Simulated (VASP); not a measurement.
# SnH in VASP: settings compared

SnH is run at these levels: LDA, PBEsol, PBE; tasks: single point.

Everything below comes from runs of VASP 6.6.1. Logs are shortened: lines on timing, memory, paths and dates and some standing lists are left out, and cuts for length are marked.

### Step 1. The cell of the first run

The cell holds a slab with vacuum, 4 atoms: a = 4.581 Å, b = 4.581 Å, c = 32.367 Å, α = 90.00°, β = 90.00°, γ = 120.00°.

### Step 2. Single point, LDA

Contents of INCAR:

```
SYSTEM = SnH
ALGO     = Normal         ! electronic algorithm
DIPOL    = 0.5 0.5 0.309
EDIFF    = 1E-6           ! SCF threshold, eV
ENCUT    = 520            ! plane-wave cutoff, eV
GGA      = CA             ! functional
IDIPOL   = 3            
ISIF     = 2              ! what is computed and relaxed
ISMEAR   = -1             ! smearing method
LASPH    = .TRUE.         ! aspherical terms in the spheres
LCHARG   = .FALSE.        ! write CHGCAR
LDIPOL   = .TRUE.       
LREAL    = .FALSE.        ! projectors in reciprocal space
LWAVE    = .FALSE.        ! write WAVECAR
NBANDS   = 23             ! bands
NELM     = 80             ! most SCF steps
PREC     = Accurate       ! precision mode
SIGMA    = 0.02           ! smearing width, eV
```

Contents of KPOINTS:

```
k-points
0
G
  6 6 1
  0 0 0
```

Contents of POSCAR:

```
SnH
1.0
    4.5809660055      0.0000000000      0.0000000000
   -2.2904830028      3.9672329347      0.0000000000
    0.0000000000      0.0000000000     32.3669333360
Sn H
2 2
Direct
    0.3333333333      0.6666666667      0.3216407191
    0.6666666667      0.3333333333      0.2962738603
    0.3333333333      0.6666666667      0.3748091842
    0.6666666667      0.3333333333      0.2431053952
```

Potentials or basis: VASP PAW LDA potentials, release 64 (Sn_d, H).

Run with:

```sh
$ cat potpaw_LDA.64/Sn_d/POTCAR potpaw_LDA.64/H/POTCAR > POTCAR
$ mpirun -np 1 vasp_std > vasp.out
```

OUTCAR:

```text
SYSTEM = SnH
   EDIFF = 1E-6
   ENCUT = 520
   GGA = CA
   ISIF = 2
   ISMEAR = -1
   LASPH = .TRUE.
   LREAL = .FALSE.
   NELM = 80
   PREC = Accurate

 ion  position               nearest neighbor table
   1  0.333  0.667  0.322-   3 1.72   2 2.77   2 2.77   2 2.77
   2  0.667  0.333  0.296-   4 1.72   1 2.77   1 2.77   1 2.77
   3  0.333  0.667  0.375-   1 1.72
   4  0.667  0.333  0.243-   2 1.72

  LATTYP: Found a hexagonal cell.
 ALAT       =     4.5809660055
 C/A-ratio  =     7.0655257640

  Lattice vectors:

 A1 = (   4.5809660055,   0.0000000000,   0.0000000000)
 A2 = (  -2.2904830028,   3.9672329347,   0.0000000000)
 A3 = (   0.0000000000,   0.0000000000,  32.3669333360)

Analysis of symmetry for initial positions (statically):
=====================================================================
 Subroutine PRICEL returns:
 Original cell was already a primitive cell.

 Routine SETGRP: Setting up the symmetry group for a
 hexagonal supercell.

 Subroutine GETGRP returns: Found 12 space group operations
 (whereof  6 operations were pure point group operations)
 out of a pool of 24 trial point group operations.

The static configuration has the point symmetry C_3v.
 The point group associated with its full space group is D_3d.

Analysis of symmetry for dynamics (positions and initial velocities):
=====================================================================
 Subroutine PRICEL returns:
 Original cell was already a primitive cell.

 Routine SETGRP: Setting up the symmetry group for a
 hexagonal supercell.

 Subroutine GETGRP returns: Found 12 space group operations
 (whereof  6 operations were pure point group operations)
 out of a pool of 24 trial point group operations.

The dynamic configuration has the point symmetry C_3v.
 The point group associated with its full space group is D_3d.

 Subroutine INISYM returns: Found 12 space group operations
 (whereof  6 operations are pure point group operations),
 and found     1 'primitive' translations

----------------------------------------------------------------------------------------

                                     Primitive cell

  volume of cell :     588.2289

  direct lattice vectors                    reciprocal lattice vectors
     4.580966005  0.000000000  0.000000000     0.218294569  0.126032428  0.000000000
    -2.290483003  3.967232935  0.000000000     0.000000000  0.252064856  0.000000000
     0.000000000  0.000000000 32.366933336     0.000000000  0.000000000  0.030895729

  length of vectors
     4.580966005  4.580966006 32.366933336     0.252064856  0.252064856  0.030895729

  position of ions in fractional coordinates (direct lattice)
     0.333333333  0.666666667  0.321640719
     0.666666667  0.333333333  0.296273860
     0.333333333  0.666666667  0.374809184
     0.666666667  0.333333333  0.243105395

  ion indices of the primitive-cell ions
   primitive index   ion index
                 1           1
                 2           2
                 3           3
                 4           4

----------------------------------------------------------------------------------------

 KPOINTS: k-points

Automatic generation of k-mesh.
 Grid dimensions read from file:
 generate k-points for:    6    6    1

 Generating k-lattice:

  Cartesian coordinates                     Fractional coordinates (reciprocal lattice)
     0.036382428  0.021005405  0.000000000     0.166666667  0.000000000  0.000000000
     0.000000000  0.042010809  0.000000000     0.000000000  0.166666667  0.000000000
     0.000000000  0.000000000  0.030895729     0.000000000  0.000000000  1.000000000

  Length of vectors
     0.042010809  0.042010809  0.030895729

  Shift w.r.t. Gamma in fractional coordinates (k-lattice)
     0.000000000  0.000000000  0.000000000

 Subroutine IBZKPT returns following result:
 ===========================================

 Found      7 irreducible k-points:

 Following reciprocal coordinates:
            Coordinates               Weight
  0.000000  0.000000  0.000000      1.000000
  0.166667  0.000000  0.000000      6.000000
  0.333333  0.000000  0.000000      6.000000
  0.500000  0.000000  0.000000      3.000000
  0.166667  0.166667  0.000000      6.000000
  0.333333  0.166667  0.000000     12.000000
  0.333333  0.333333  0.000000      2.000000
   k-points           NKPTS =      7   k-points in BZ     NKDIM =      7   number of bands    NBANDS=     23
   number of dos      NEDOS =    301   number of ions     NIONS =      4
   total plane-waves  NPLWV = 324000
   dimension x,y,z NGX =    36 NGY =   36 NGZ =  250
   dimension x,y,z NGXF=    72 NGYF=   72 NGZF=  500
   ions per type =               2   2
   NGX,Y,Z   is equivalent  to a cutoff of  13.06, 13.06, 12.84 a.u.
   NGXF,Y,Z  is equivalent  to a cutoff of  26.13, 26.13, 25.68 a.u.
 SYSTEM =  SnH
   PREC   = accura    normal or accurate (medium, high low for compatibility)
   ISTART =      0    job   : 0-new  1-cont  2-samecut
   ICHARG =      2    charge: 1-file 2-atom 10-const
   ISPIN  =      1    spin polarized calculation?
   LNONCOLLINEAR =      F non collinear calculations
   LSORBIT =      F    spin-orbit coupling
   LASPH  =      T    aspherical Exc in radial PAW
   ENCUT  =  520.0 eV  38.22 Ry    6.18 a.u.   8.52  8.52 60.18*2*pi/ulx,y,z
   NELM   =     80;   NELMIN=  2; NELMDL= -5     # of ELM steps
   EDIFF  = 0.1E-05   stopping-criterion for ELM
   LREAL  =      F    real-space projection
   EDIFFG = 0.1E-04   stopping-criterion for IOM
   NSW    =      0    number of steps for IOM
   IBRION =     -1    ionic relax: 0-MD 1-quasi-New 2-CG
   NFREE  =      0    steps in history (QN), initial steepest desc. (CG)
   ISIF   =      2    stress and relaxation
   ISYM   =      2    0-nonsym 1-usesym 2-fastsym
   POTIM  = 0.5000    time-step for ionic-motion
   TEBEG  =    0.0;   TEEND  =   0.0 temperature during run
   PSTRESS=    0.0 pullay stress
   NELECT =      30.0000    total number of electrons
   NUPDOWN=      -1.0000    fix difference up-down
   EMIN   =  10.00;   EMAX   =-10.00  energy-range for DOS
   EFERMI =   0.00;   METHOD = LEGACY
   ISMEAR =    -1;   SIGMA  =   0.02  broadening in eV -4-tet -1-fermi 0-gaus
   EFERMI_NEDOS =   21; number of points for ismear=-14 and -15
   IALGO  =     38    algorithm
   IMIX   =      4    mixing-type and parameters
     AMIX     =   0.40;   BMIX     =  1.00
     AMIX_MAG =   1.60;   BMIX_MAG =  1.00
  volume/ion in A,a.u.               =     147.06       992.39
  Fermi-wavevector in a.u.,A,eV,Ry     =   0.607109  1.147269  5.014849  0.368581
  Thomas-Fermi vector in A             =   1.661449
   LORBIT       =      0    0 simple, 1 ext, 2 COOP (PROOUT), +10 PAW based schemes
   GGA     = CA    functional components
   LHFCALC =     F    Hartree Fock is set to
   AEXX    =    0.0000 exact exchange contribution
   IVDW    =     0    specifies the selected vdW correction
   LEPSILON=     F    determine dielectric tensor
   LRPA    =     F    only Hartree local field effects (RPA)
 non-spin polarized calculation
  energy-cutoff  :      520.00
  volume of cell :      588.23
 maximum number of plane-waves:     15943
 NGX is ok and might be reduce to    36
   NGX = 17   NGY = 17   NGZ =121

 number of electron      29.9999986 magnetization

 dipolmoment           0.000000      0.000000     -0.000000 electrons x Angstroem

 Free energy of the ion-electron system (eV)
  ---------------------------------------------------
  ext. energy  EPLUGINS =         0.00000000
  ---------------------------------------------------
  free energy    TOTEN  =       -14.85985417 eV

  energy without entropy =      -14.85985417  energy(sigma->0) =      -14.85985417

 E-fermi :  -3.5061     XC(G=0):  -1.6109

 val. band max:       -3.8445981116   @ k =   0.0000   0.0000   0.0000
 cond. band min:      -3.1814399660   @ k =   0.0000   0.0000   0.0000
 fundamental gap:      0.6631581456
 Fermi energy:        -3.5061479873

 k-point     1 :       0.0000    0.0000    0.0000
  band No.  band energies     occupation
      1     -24.9020      2.00000
      2     -24.9020      2.00000
      3     -24.7809      2.00000
      4     -24.7809      2.00000
      5     -24.7533      2.00000
      6     -24.6656      2.00000
[... 15 lines left out ...]
     22       1.2407      0.00000
     23       1.6132      0.00000

 k-point     2 :       0.1667    0.0000    0.0000
  band No.  band energies     occupation
      1     -24.9213      2.00000
      2     -24.9136      2.00000
      3     -24.7790      2.00000
      4     -24.7520      2.00000
      5     -24.7482      2.00000
      6     -24.6525      2.00000
[... 15 lines left out ...]
     22       1.5041      0.00000
     23       1.7598      0.00000

 k-point     3 :       0.3333    0.0000    0.0000
  band No.  band energies     occupation
      1     -24.9459      2.00000
      2     -24.9187      2.00000
      3     -24.8102      2.00000
      4     -24.7388      2.00000
      5     -24.7090      2.00000
      6     -24.6076      2.00000
[... 15 lines left out ...]
     22       2.3536      0.00000
     23       2.4972      0.00000

 k-point     4 :       0.5000    0.0000    0.0000
  band No.  band energies     occupation
      1     -24.9548      2.00000
      2     -24.9119      2.00000
      3     -24.8339      2.00000
      4     -24.7411      2.00000
      5     -24.6917      2.00000
      6     -24.5792      2.00000
[... 15 lines left out ...]
     22       3.2840      0.00000
     23       3.4452      0.00000

 k-point     5 :       0.1667    0.1667    0.0000
  band No.  band energies     occupation
      1     -24.9525      2.00000
      2     -24.9081      2.00000
      3     -24.8003      2.00000
      4     -24.7331      2.00000
      5     -24.7120      2.00000
      6     -24.6376      2.00000
[... 15 lines left out ...]
     22       2.0004      0.00000
     23       2.3203      0.00000

 k-point     6 :       0.3333    0.1667    0.0000
  band No.  band energies     occupation
      1     -24.9786      2.00000
      2     -24.8881      2.00000
      3     -24.8310      2.00000
      4     -24.7182      2.00000
      5     -24.6858      2.00000
      6     -24.6186      2.00000
[... 15 lines left out ...]
     22       2.8980      0.00000
     23       3.1158      0.00000

 k-point     7 :       0.3333    0.3333    0.0000
  band No.  band energies     occupation
      1     -24.9975      2.00000
      2     -24.8542      2.00000
      3     -24.8542      2.00000
      4     -24.6673      2.00000
      5     -24.6667      2.00000
      6     -24.6667      2.00000
[... 15 lines left out ...]
     22       3.2057      0.00000
     23       3.2057      0.00000

------------------------ aborting loop because EDIFF is reached ----------------------------------------

 vacuum level on the upper side and lower side of the slab       (xc-potential included)        -0.034        -0.036

  FORCE on cell =-STRESS in cart. coord.  units (eV):
  Direction    XX          YY          ZZ          XY          YZ          ZX
  --------------------------------------------------------------------------------------
  -------------------------------------------------------------------------------------
  Total       -0.0107956     -0.0107956     -0.0398781      0.0000000      0.0000000      0.0000000
  in kB       -0.0294044     -0.0294044     -0.1086173      0.0000000      0.0000000      0.0000000
  external PRESSURE =      -0.0558087 kB  Pullay stress =       0.0000000 kB

 VOLUME and BASIS-vectors are now :
 -----------------------------------------------------------------------------
  energy-cutoff  :      520.00
  volume of cell :      588.23
      direct lattice vectors                 reciprocal lattice vectors
     4.580966005  0.000000000  0.000000000     0.218294569  0.126032428  0.000000000
    -2.290483003  3.967232935  0.000000000     0.000000000  0.252064856  0.000000000
     0.000000000  0.000000000 32.366933336     0.000000000  0.000000000  0.030895729

 POSITION                                       TOTAL-FORCE (eV/Angst)
 -----------------------------------------------------------------------------------
     -0.00000      2.64482     10.41052        -0.000000     -0.000000      0.015508
      2.29048      1.32241      9.58948         0.000000      0.000000     -0.015508
     -0.00000      2.64482     12.13142         0.000000     -0.000000     -0.002155
      2.29048      1.32241      7.86858        -0.000000     -0.000000      0.002155
 -----------------------------------------------------------------------------------
    total drift:                                0.000000      0.000000     -0.000010

  FREE ENERGIE OF THE ION-ELECTRON SYSTEM (eV)
  ---------------------------------------------------
  free  energy   TOTEN  =       -14.8598541704 eV

  energy  without entropy=      -14.8598541670  energy(sigma->0) =      -14.85985417

 vacuum level on the upper side and lower side of the slab         1.203         1.203
```

It took 95 s on 1 thread of Intel Xeon 6975P-C (Granite Rapids), shared host; peak memory 0.5 GiB.

What came out:

| Item | Value |
| --- | --- |
| Free energy | -14.8599 eV |
| Largest force | 0.016 eV/Å |
| Band gap on the k mesh | 0.66 eV, direct |

Forces on the atoms (eV/Å):
```
Sn   0.000  0.000  0.016
Sn   0.000  0.000 -0.016
H    0.000  0.000 -0.002
H    0.000  0.000  0.002
```

Levels at points of the mesh, in eV from the valence-band top:
| k point | band 13 | band 14 | band 15 | band 16 | band 17 | band 18 |
| --- | --- | --- | --- | --- | --- | --- |
| (0.00, 0.00, 0.00) | -2.14 | 0.00 | 0.00 | 0.66 | 3.50 | 3.50 |
| (0.50, 0.00, 0.00) | -3.11 | -2.45 | -1.32 | 1.62 | 3.36 | 4.07 |

Caveat: spin-orbit coupling is left out, which moves the levels of the heavy elements.

### Step 3. Single point, PBEsol

This run uses another cell than the first one, of 150.47 Å³/atom, 1.023 times its volume.

Contents of INCAR:

```
SYSTEM = SnH
PREC = Accurate
ENCUT = 520
EDIFF = 1E-6
ISMEAR = -1
SIGMA = 0.02
LREAL = .False.
LASPH = .True.
NELM = 60
ALGO = Normal
ISIF = 2
LWAVE = .False.
LCHARG = .False.
LDIPOL = .True.
IDIPOL = 3
DIPOL = 0.5 0.5 0.309
GGA = PS
NBANDS = 23
```

Contents of KPOINTS:

```
regular mesh
0
Gamma
  6 6 1
  0 0 0
```

Contents of POSCAR:

```
SnH
1.0
    4.6337500880      0.0000000000      0.0000000000
   -2.3168750440      4.0129452910      0.0000000000
    0.0000000000      0.0000000000     32.3669333360
Sn H
2 2
Direct
    0.3333333333      0.6666666667      0.3217222617
    0.6666666667      0.3333333333      0.2961923178
    0.3333333333      0.6666666667      0.3751091184
    0.6666666667      0.3333333333      0.2428054610
```

Potentials or basis: VASP PAW PBE potentials, release 64 (Sn_d, H).

Run with:

```sh
$ cat potpaw_PBE.64/Sn_d/POTCAR potpaw_PBE.64/H/POTCAR > POTCAR
$ mpirun -np 1 vasp_std > vasp.out
```

OUTCAR:

```text
SYSTEM = SnH
   PREC = Accurate
   ENCUT = 520
   EDIFF = 1E-6
   ISMEAR = -1
   LREAL = .False.
   LASPH = .True.
   NELM = 60
   ISIF = 2
   GGA = PS

 ion  position               nearest neighbor table
   1  0.333  0.667  0.322-   3 1.73   2 2.80   2 2.80   2 2.80
   2  0.667  0.333  0.296-   4 1.73   1 2.80   1 2.80   1 2.80
   3  0.333  0.667  0.375-   1 1.73
   4  0.667  0.333  0.243-   2 1.73

  LATTYP: Found a hexagonal cell.
 ALAT       =     4.6337500880
 C/A-ratio  =     6.9850407815

  Lattice vectors:

 A1 = (   4.6337500880,   0.0000000000,   0.0000000000)
 A2 = (  -2.3168750440,   4.0129452910,   0.0000000000)
 A3 = (   0.0000000000,   0.0000000000,  32.3669333360)

Analysis of symmetry for initial positions (statically):
=====================================================================
 Subroutine PRICEL returns:
 Original cell was already a primitive cell.

 Routine SETGRP: Setting up the symmetry group for a
 hexagonal supercell.

 Subroutine GETGRP returns: Found 12 space group operations
[... 159 lines left out ...]
 val. band max:       -3.7539925616   @ k =   0.0000   0.0000   0.0000
 cond. band min:      -3.1526849804   @ k =   0.0000   0.0000   0.0000
 fundamental gap:      0.6013075812
 Fermi energy:        -3.4464349869

 k-point     1 :       0.0000    0.0000    0.0000
  band No.  band energies     occupation
      1     -24.7432      2.00000
      2     -24.7432      2.00000
      3     -24.6315      2.00000
      4     -24.6315      2.00000
      5     -24.6040      2.00000
      6     -24.5221      2.00000
[... 171 lines left out ...]
     22       3.3157      0.00000
     23       3.3157      0.00000

------------------------ aborting loop because EDIFF is reached ----------------------------------------

 vacuum level on the upper side and lower side of the slab       (xc-potential included)        -0.006        -0.006

  FORCE on cell =-STRESS in cart. coord.  units (eV):
  Direction    XX          YY          ZZ          XY          YZ          ZX
  --------------------------------------------------------------------------------------
  -------------------------------------------------------------------------------------
  Total       -0.0537271     -0.0537271     -0.1095865      0.0000000     -0.0000000     -0.0000000
  in kB       -0.1430233     -0.1430233     -0.2917227      0.0000000     -0.0000000     -0.0000000
  external PRESSURE =      -0.1925898 kB  Pullay stress =       0.0000000 kB

 VOLUME and BASIS-vectors are now :
 -----------------------------------------------------------------------------
  energy-cutoff  :      520.00
  volume of cell :      601.86
      direct lattice vectors                 reciprocal lattice vectors
     4.633750088  0.000000000  0.000000000     0.215807927  0.124596765  0.000000000
    -2.316875044  4.012945291  0.000000000     0.000000000  0.249193529  0.000000000
     0.000000000  0.000000000 32.366933336     0.000000000  0.000000000  0.030895729

 POSITION                                       TOTAL-FORCE (eV/Angst)
 -----------------------------------------------------------------------------------
     -0.00000      2.67530     10.41316        -0.000000      0.000000      0.018879
      2.31688      1.33765      9.58684         0.000000     -0.000000     -0.018879
     -0.00000      2.67530     12.14113         0.000000      0.000000     -0.018751
      2.31688      1.33765      7.85887        -0.000000     -0.000000      0.018751
 -----------------------------------------------------------------------------------
    total drift:                               -0.000000     -0.000000     -0.000003

  FREE ENERGIE OF THE ION-ELECTRON SYSTEM (eV)
  ---------------------------------------------------
  free  energy   TOTEN  =       -14.1347758396 eV

  energy  without entropy=      -14.1347758247  energy(sigma->0) =      -14.13477583

 vacuum level on the upper side and lower side of the slab         1.175         1.175
```

OSZICAR:

```text
N       E                     dE             d eps       ncg     rms          rms(c)
DAV:   1     0.156278840827E+03    0.15628E+03   -0.13073E+04   442   0.942E+02
DAV:   2    -0.811397461378E+00   -0.15709E+03   -0.15331E+03   365   0.225E+02
DAV:   3    -0.142374430421E+02   -0.13426E+02   -0.13369E+02   414   0.853E+01
[... 14 lines left out ...]
DAV:  18    -0.141347562542E+02   -0.28288E-04   -0.87601E-07   330   0.575E-03    0.740E-04
DAV:  19    -0.141347696886E+02   -0.13434E-04   -0.47657E-07   322   0.291E-03    0.343E-04
DAV:  20    -0.141347734984E+02   -0.38098E-05   -0.67130E-08   322   0.117E-03    0.101E-04
DAV:  21    -0.141347751657E+02   -0.16673E-05   -0.29828E-08   263   0.847E-04    0.914E-05
DAV:  22    -0.141347758396E+02   -0.67390E-06   -0.86000E-09   261   0.504E-04
   1 F= -.14134776E+02 E0= -.14134776E+02  d E =-.149179E-07
```

Run time: 1.7 min. Hardware: 1 thread of Intel Xeon 6975P-C (Granite Rapids), shared host; peak memory 0.69 GiB.

What came out:

* Free energy: -14.1348 eV
* Largest force: 0.019 eV/Å
* Band gap on the k mesh: 0.60 eV, direct

Forces in eV/Å, atoms in the order of the input:
```
Sn   0.000  0.000  0.019
Sn   0.000  0.000 -0.019
H    0.000  0.000 -0.019
H    0.000  0.000  0.019
```

Caveat: the PAW data sets were made with another functional, which shifts forces and pressure a little; spin-orbit coupling is left out, which moves the levels of the heavy elements.

(Part 1 of 3 ends here.)
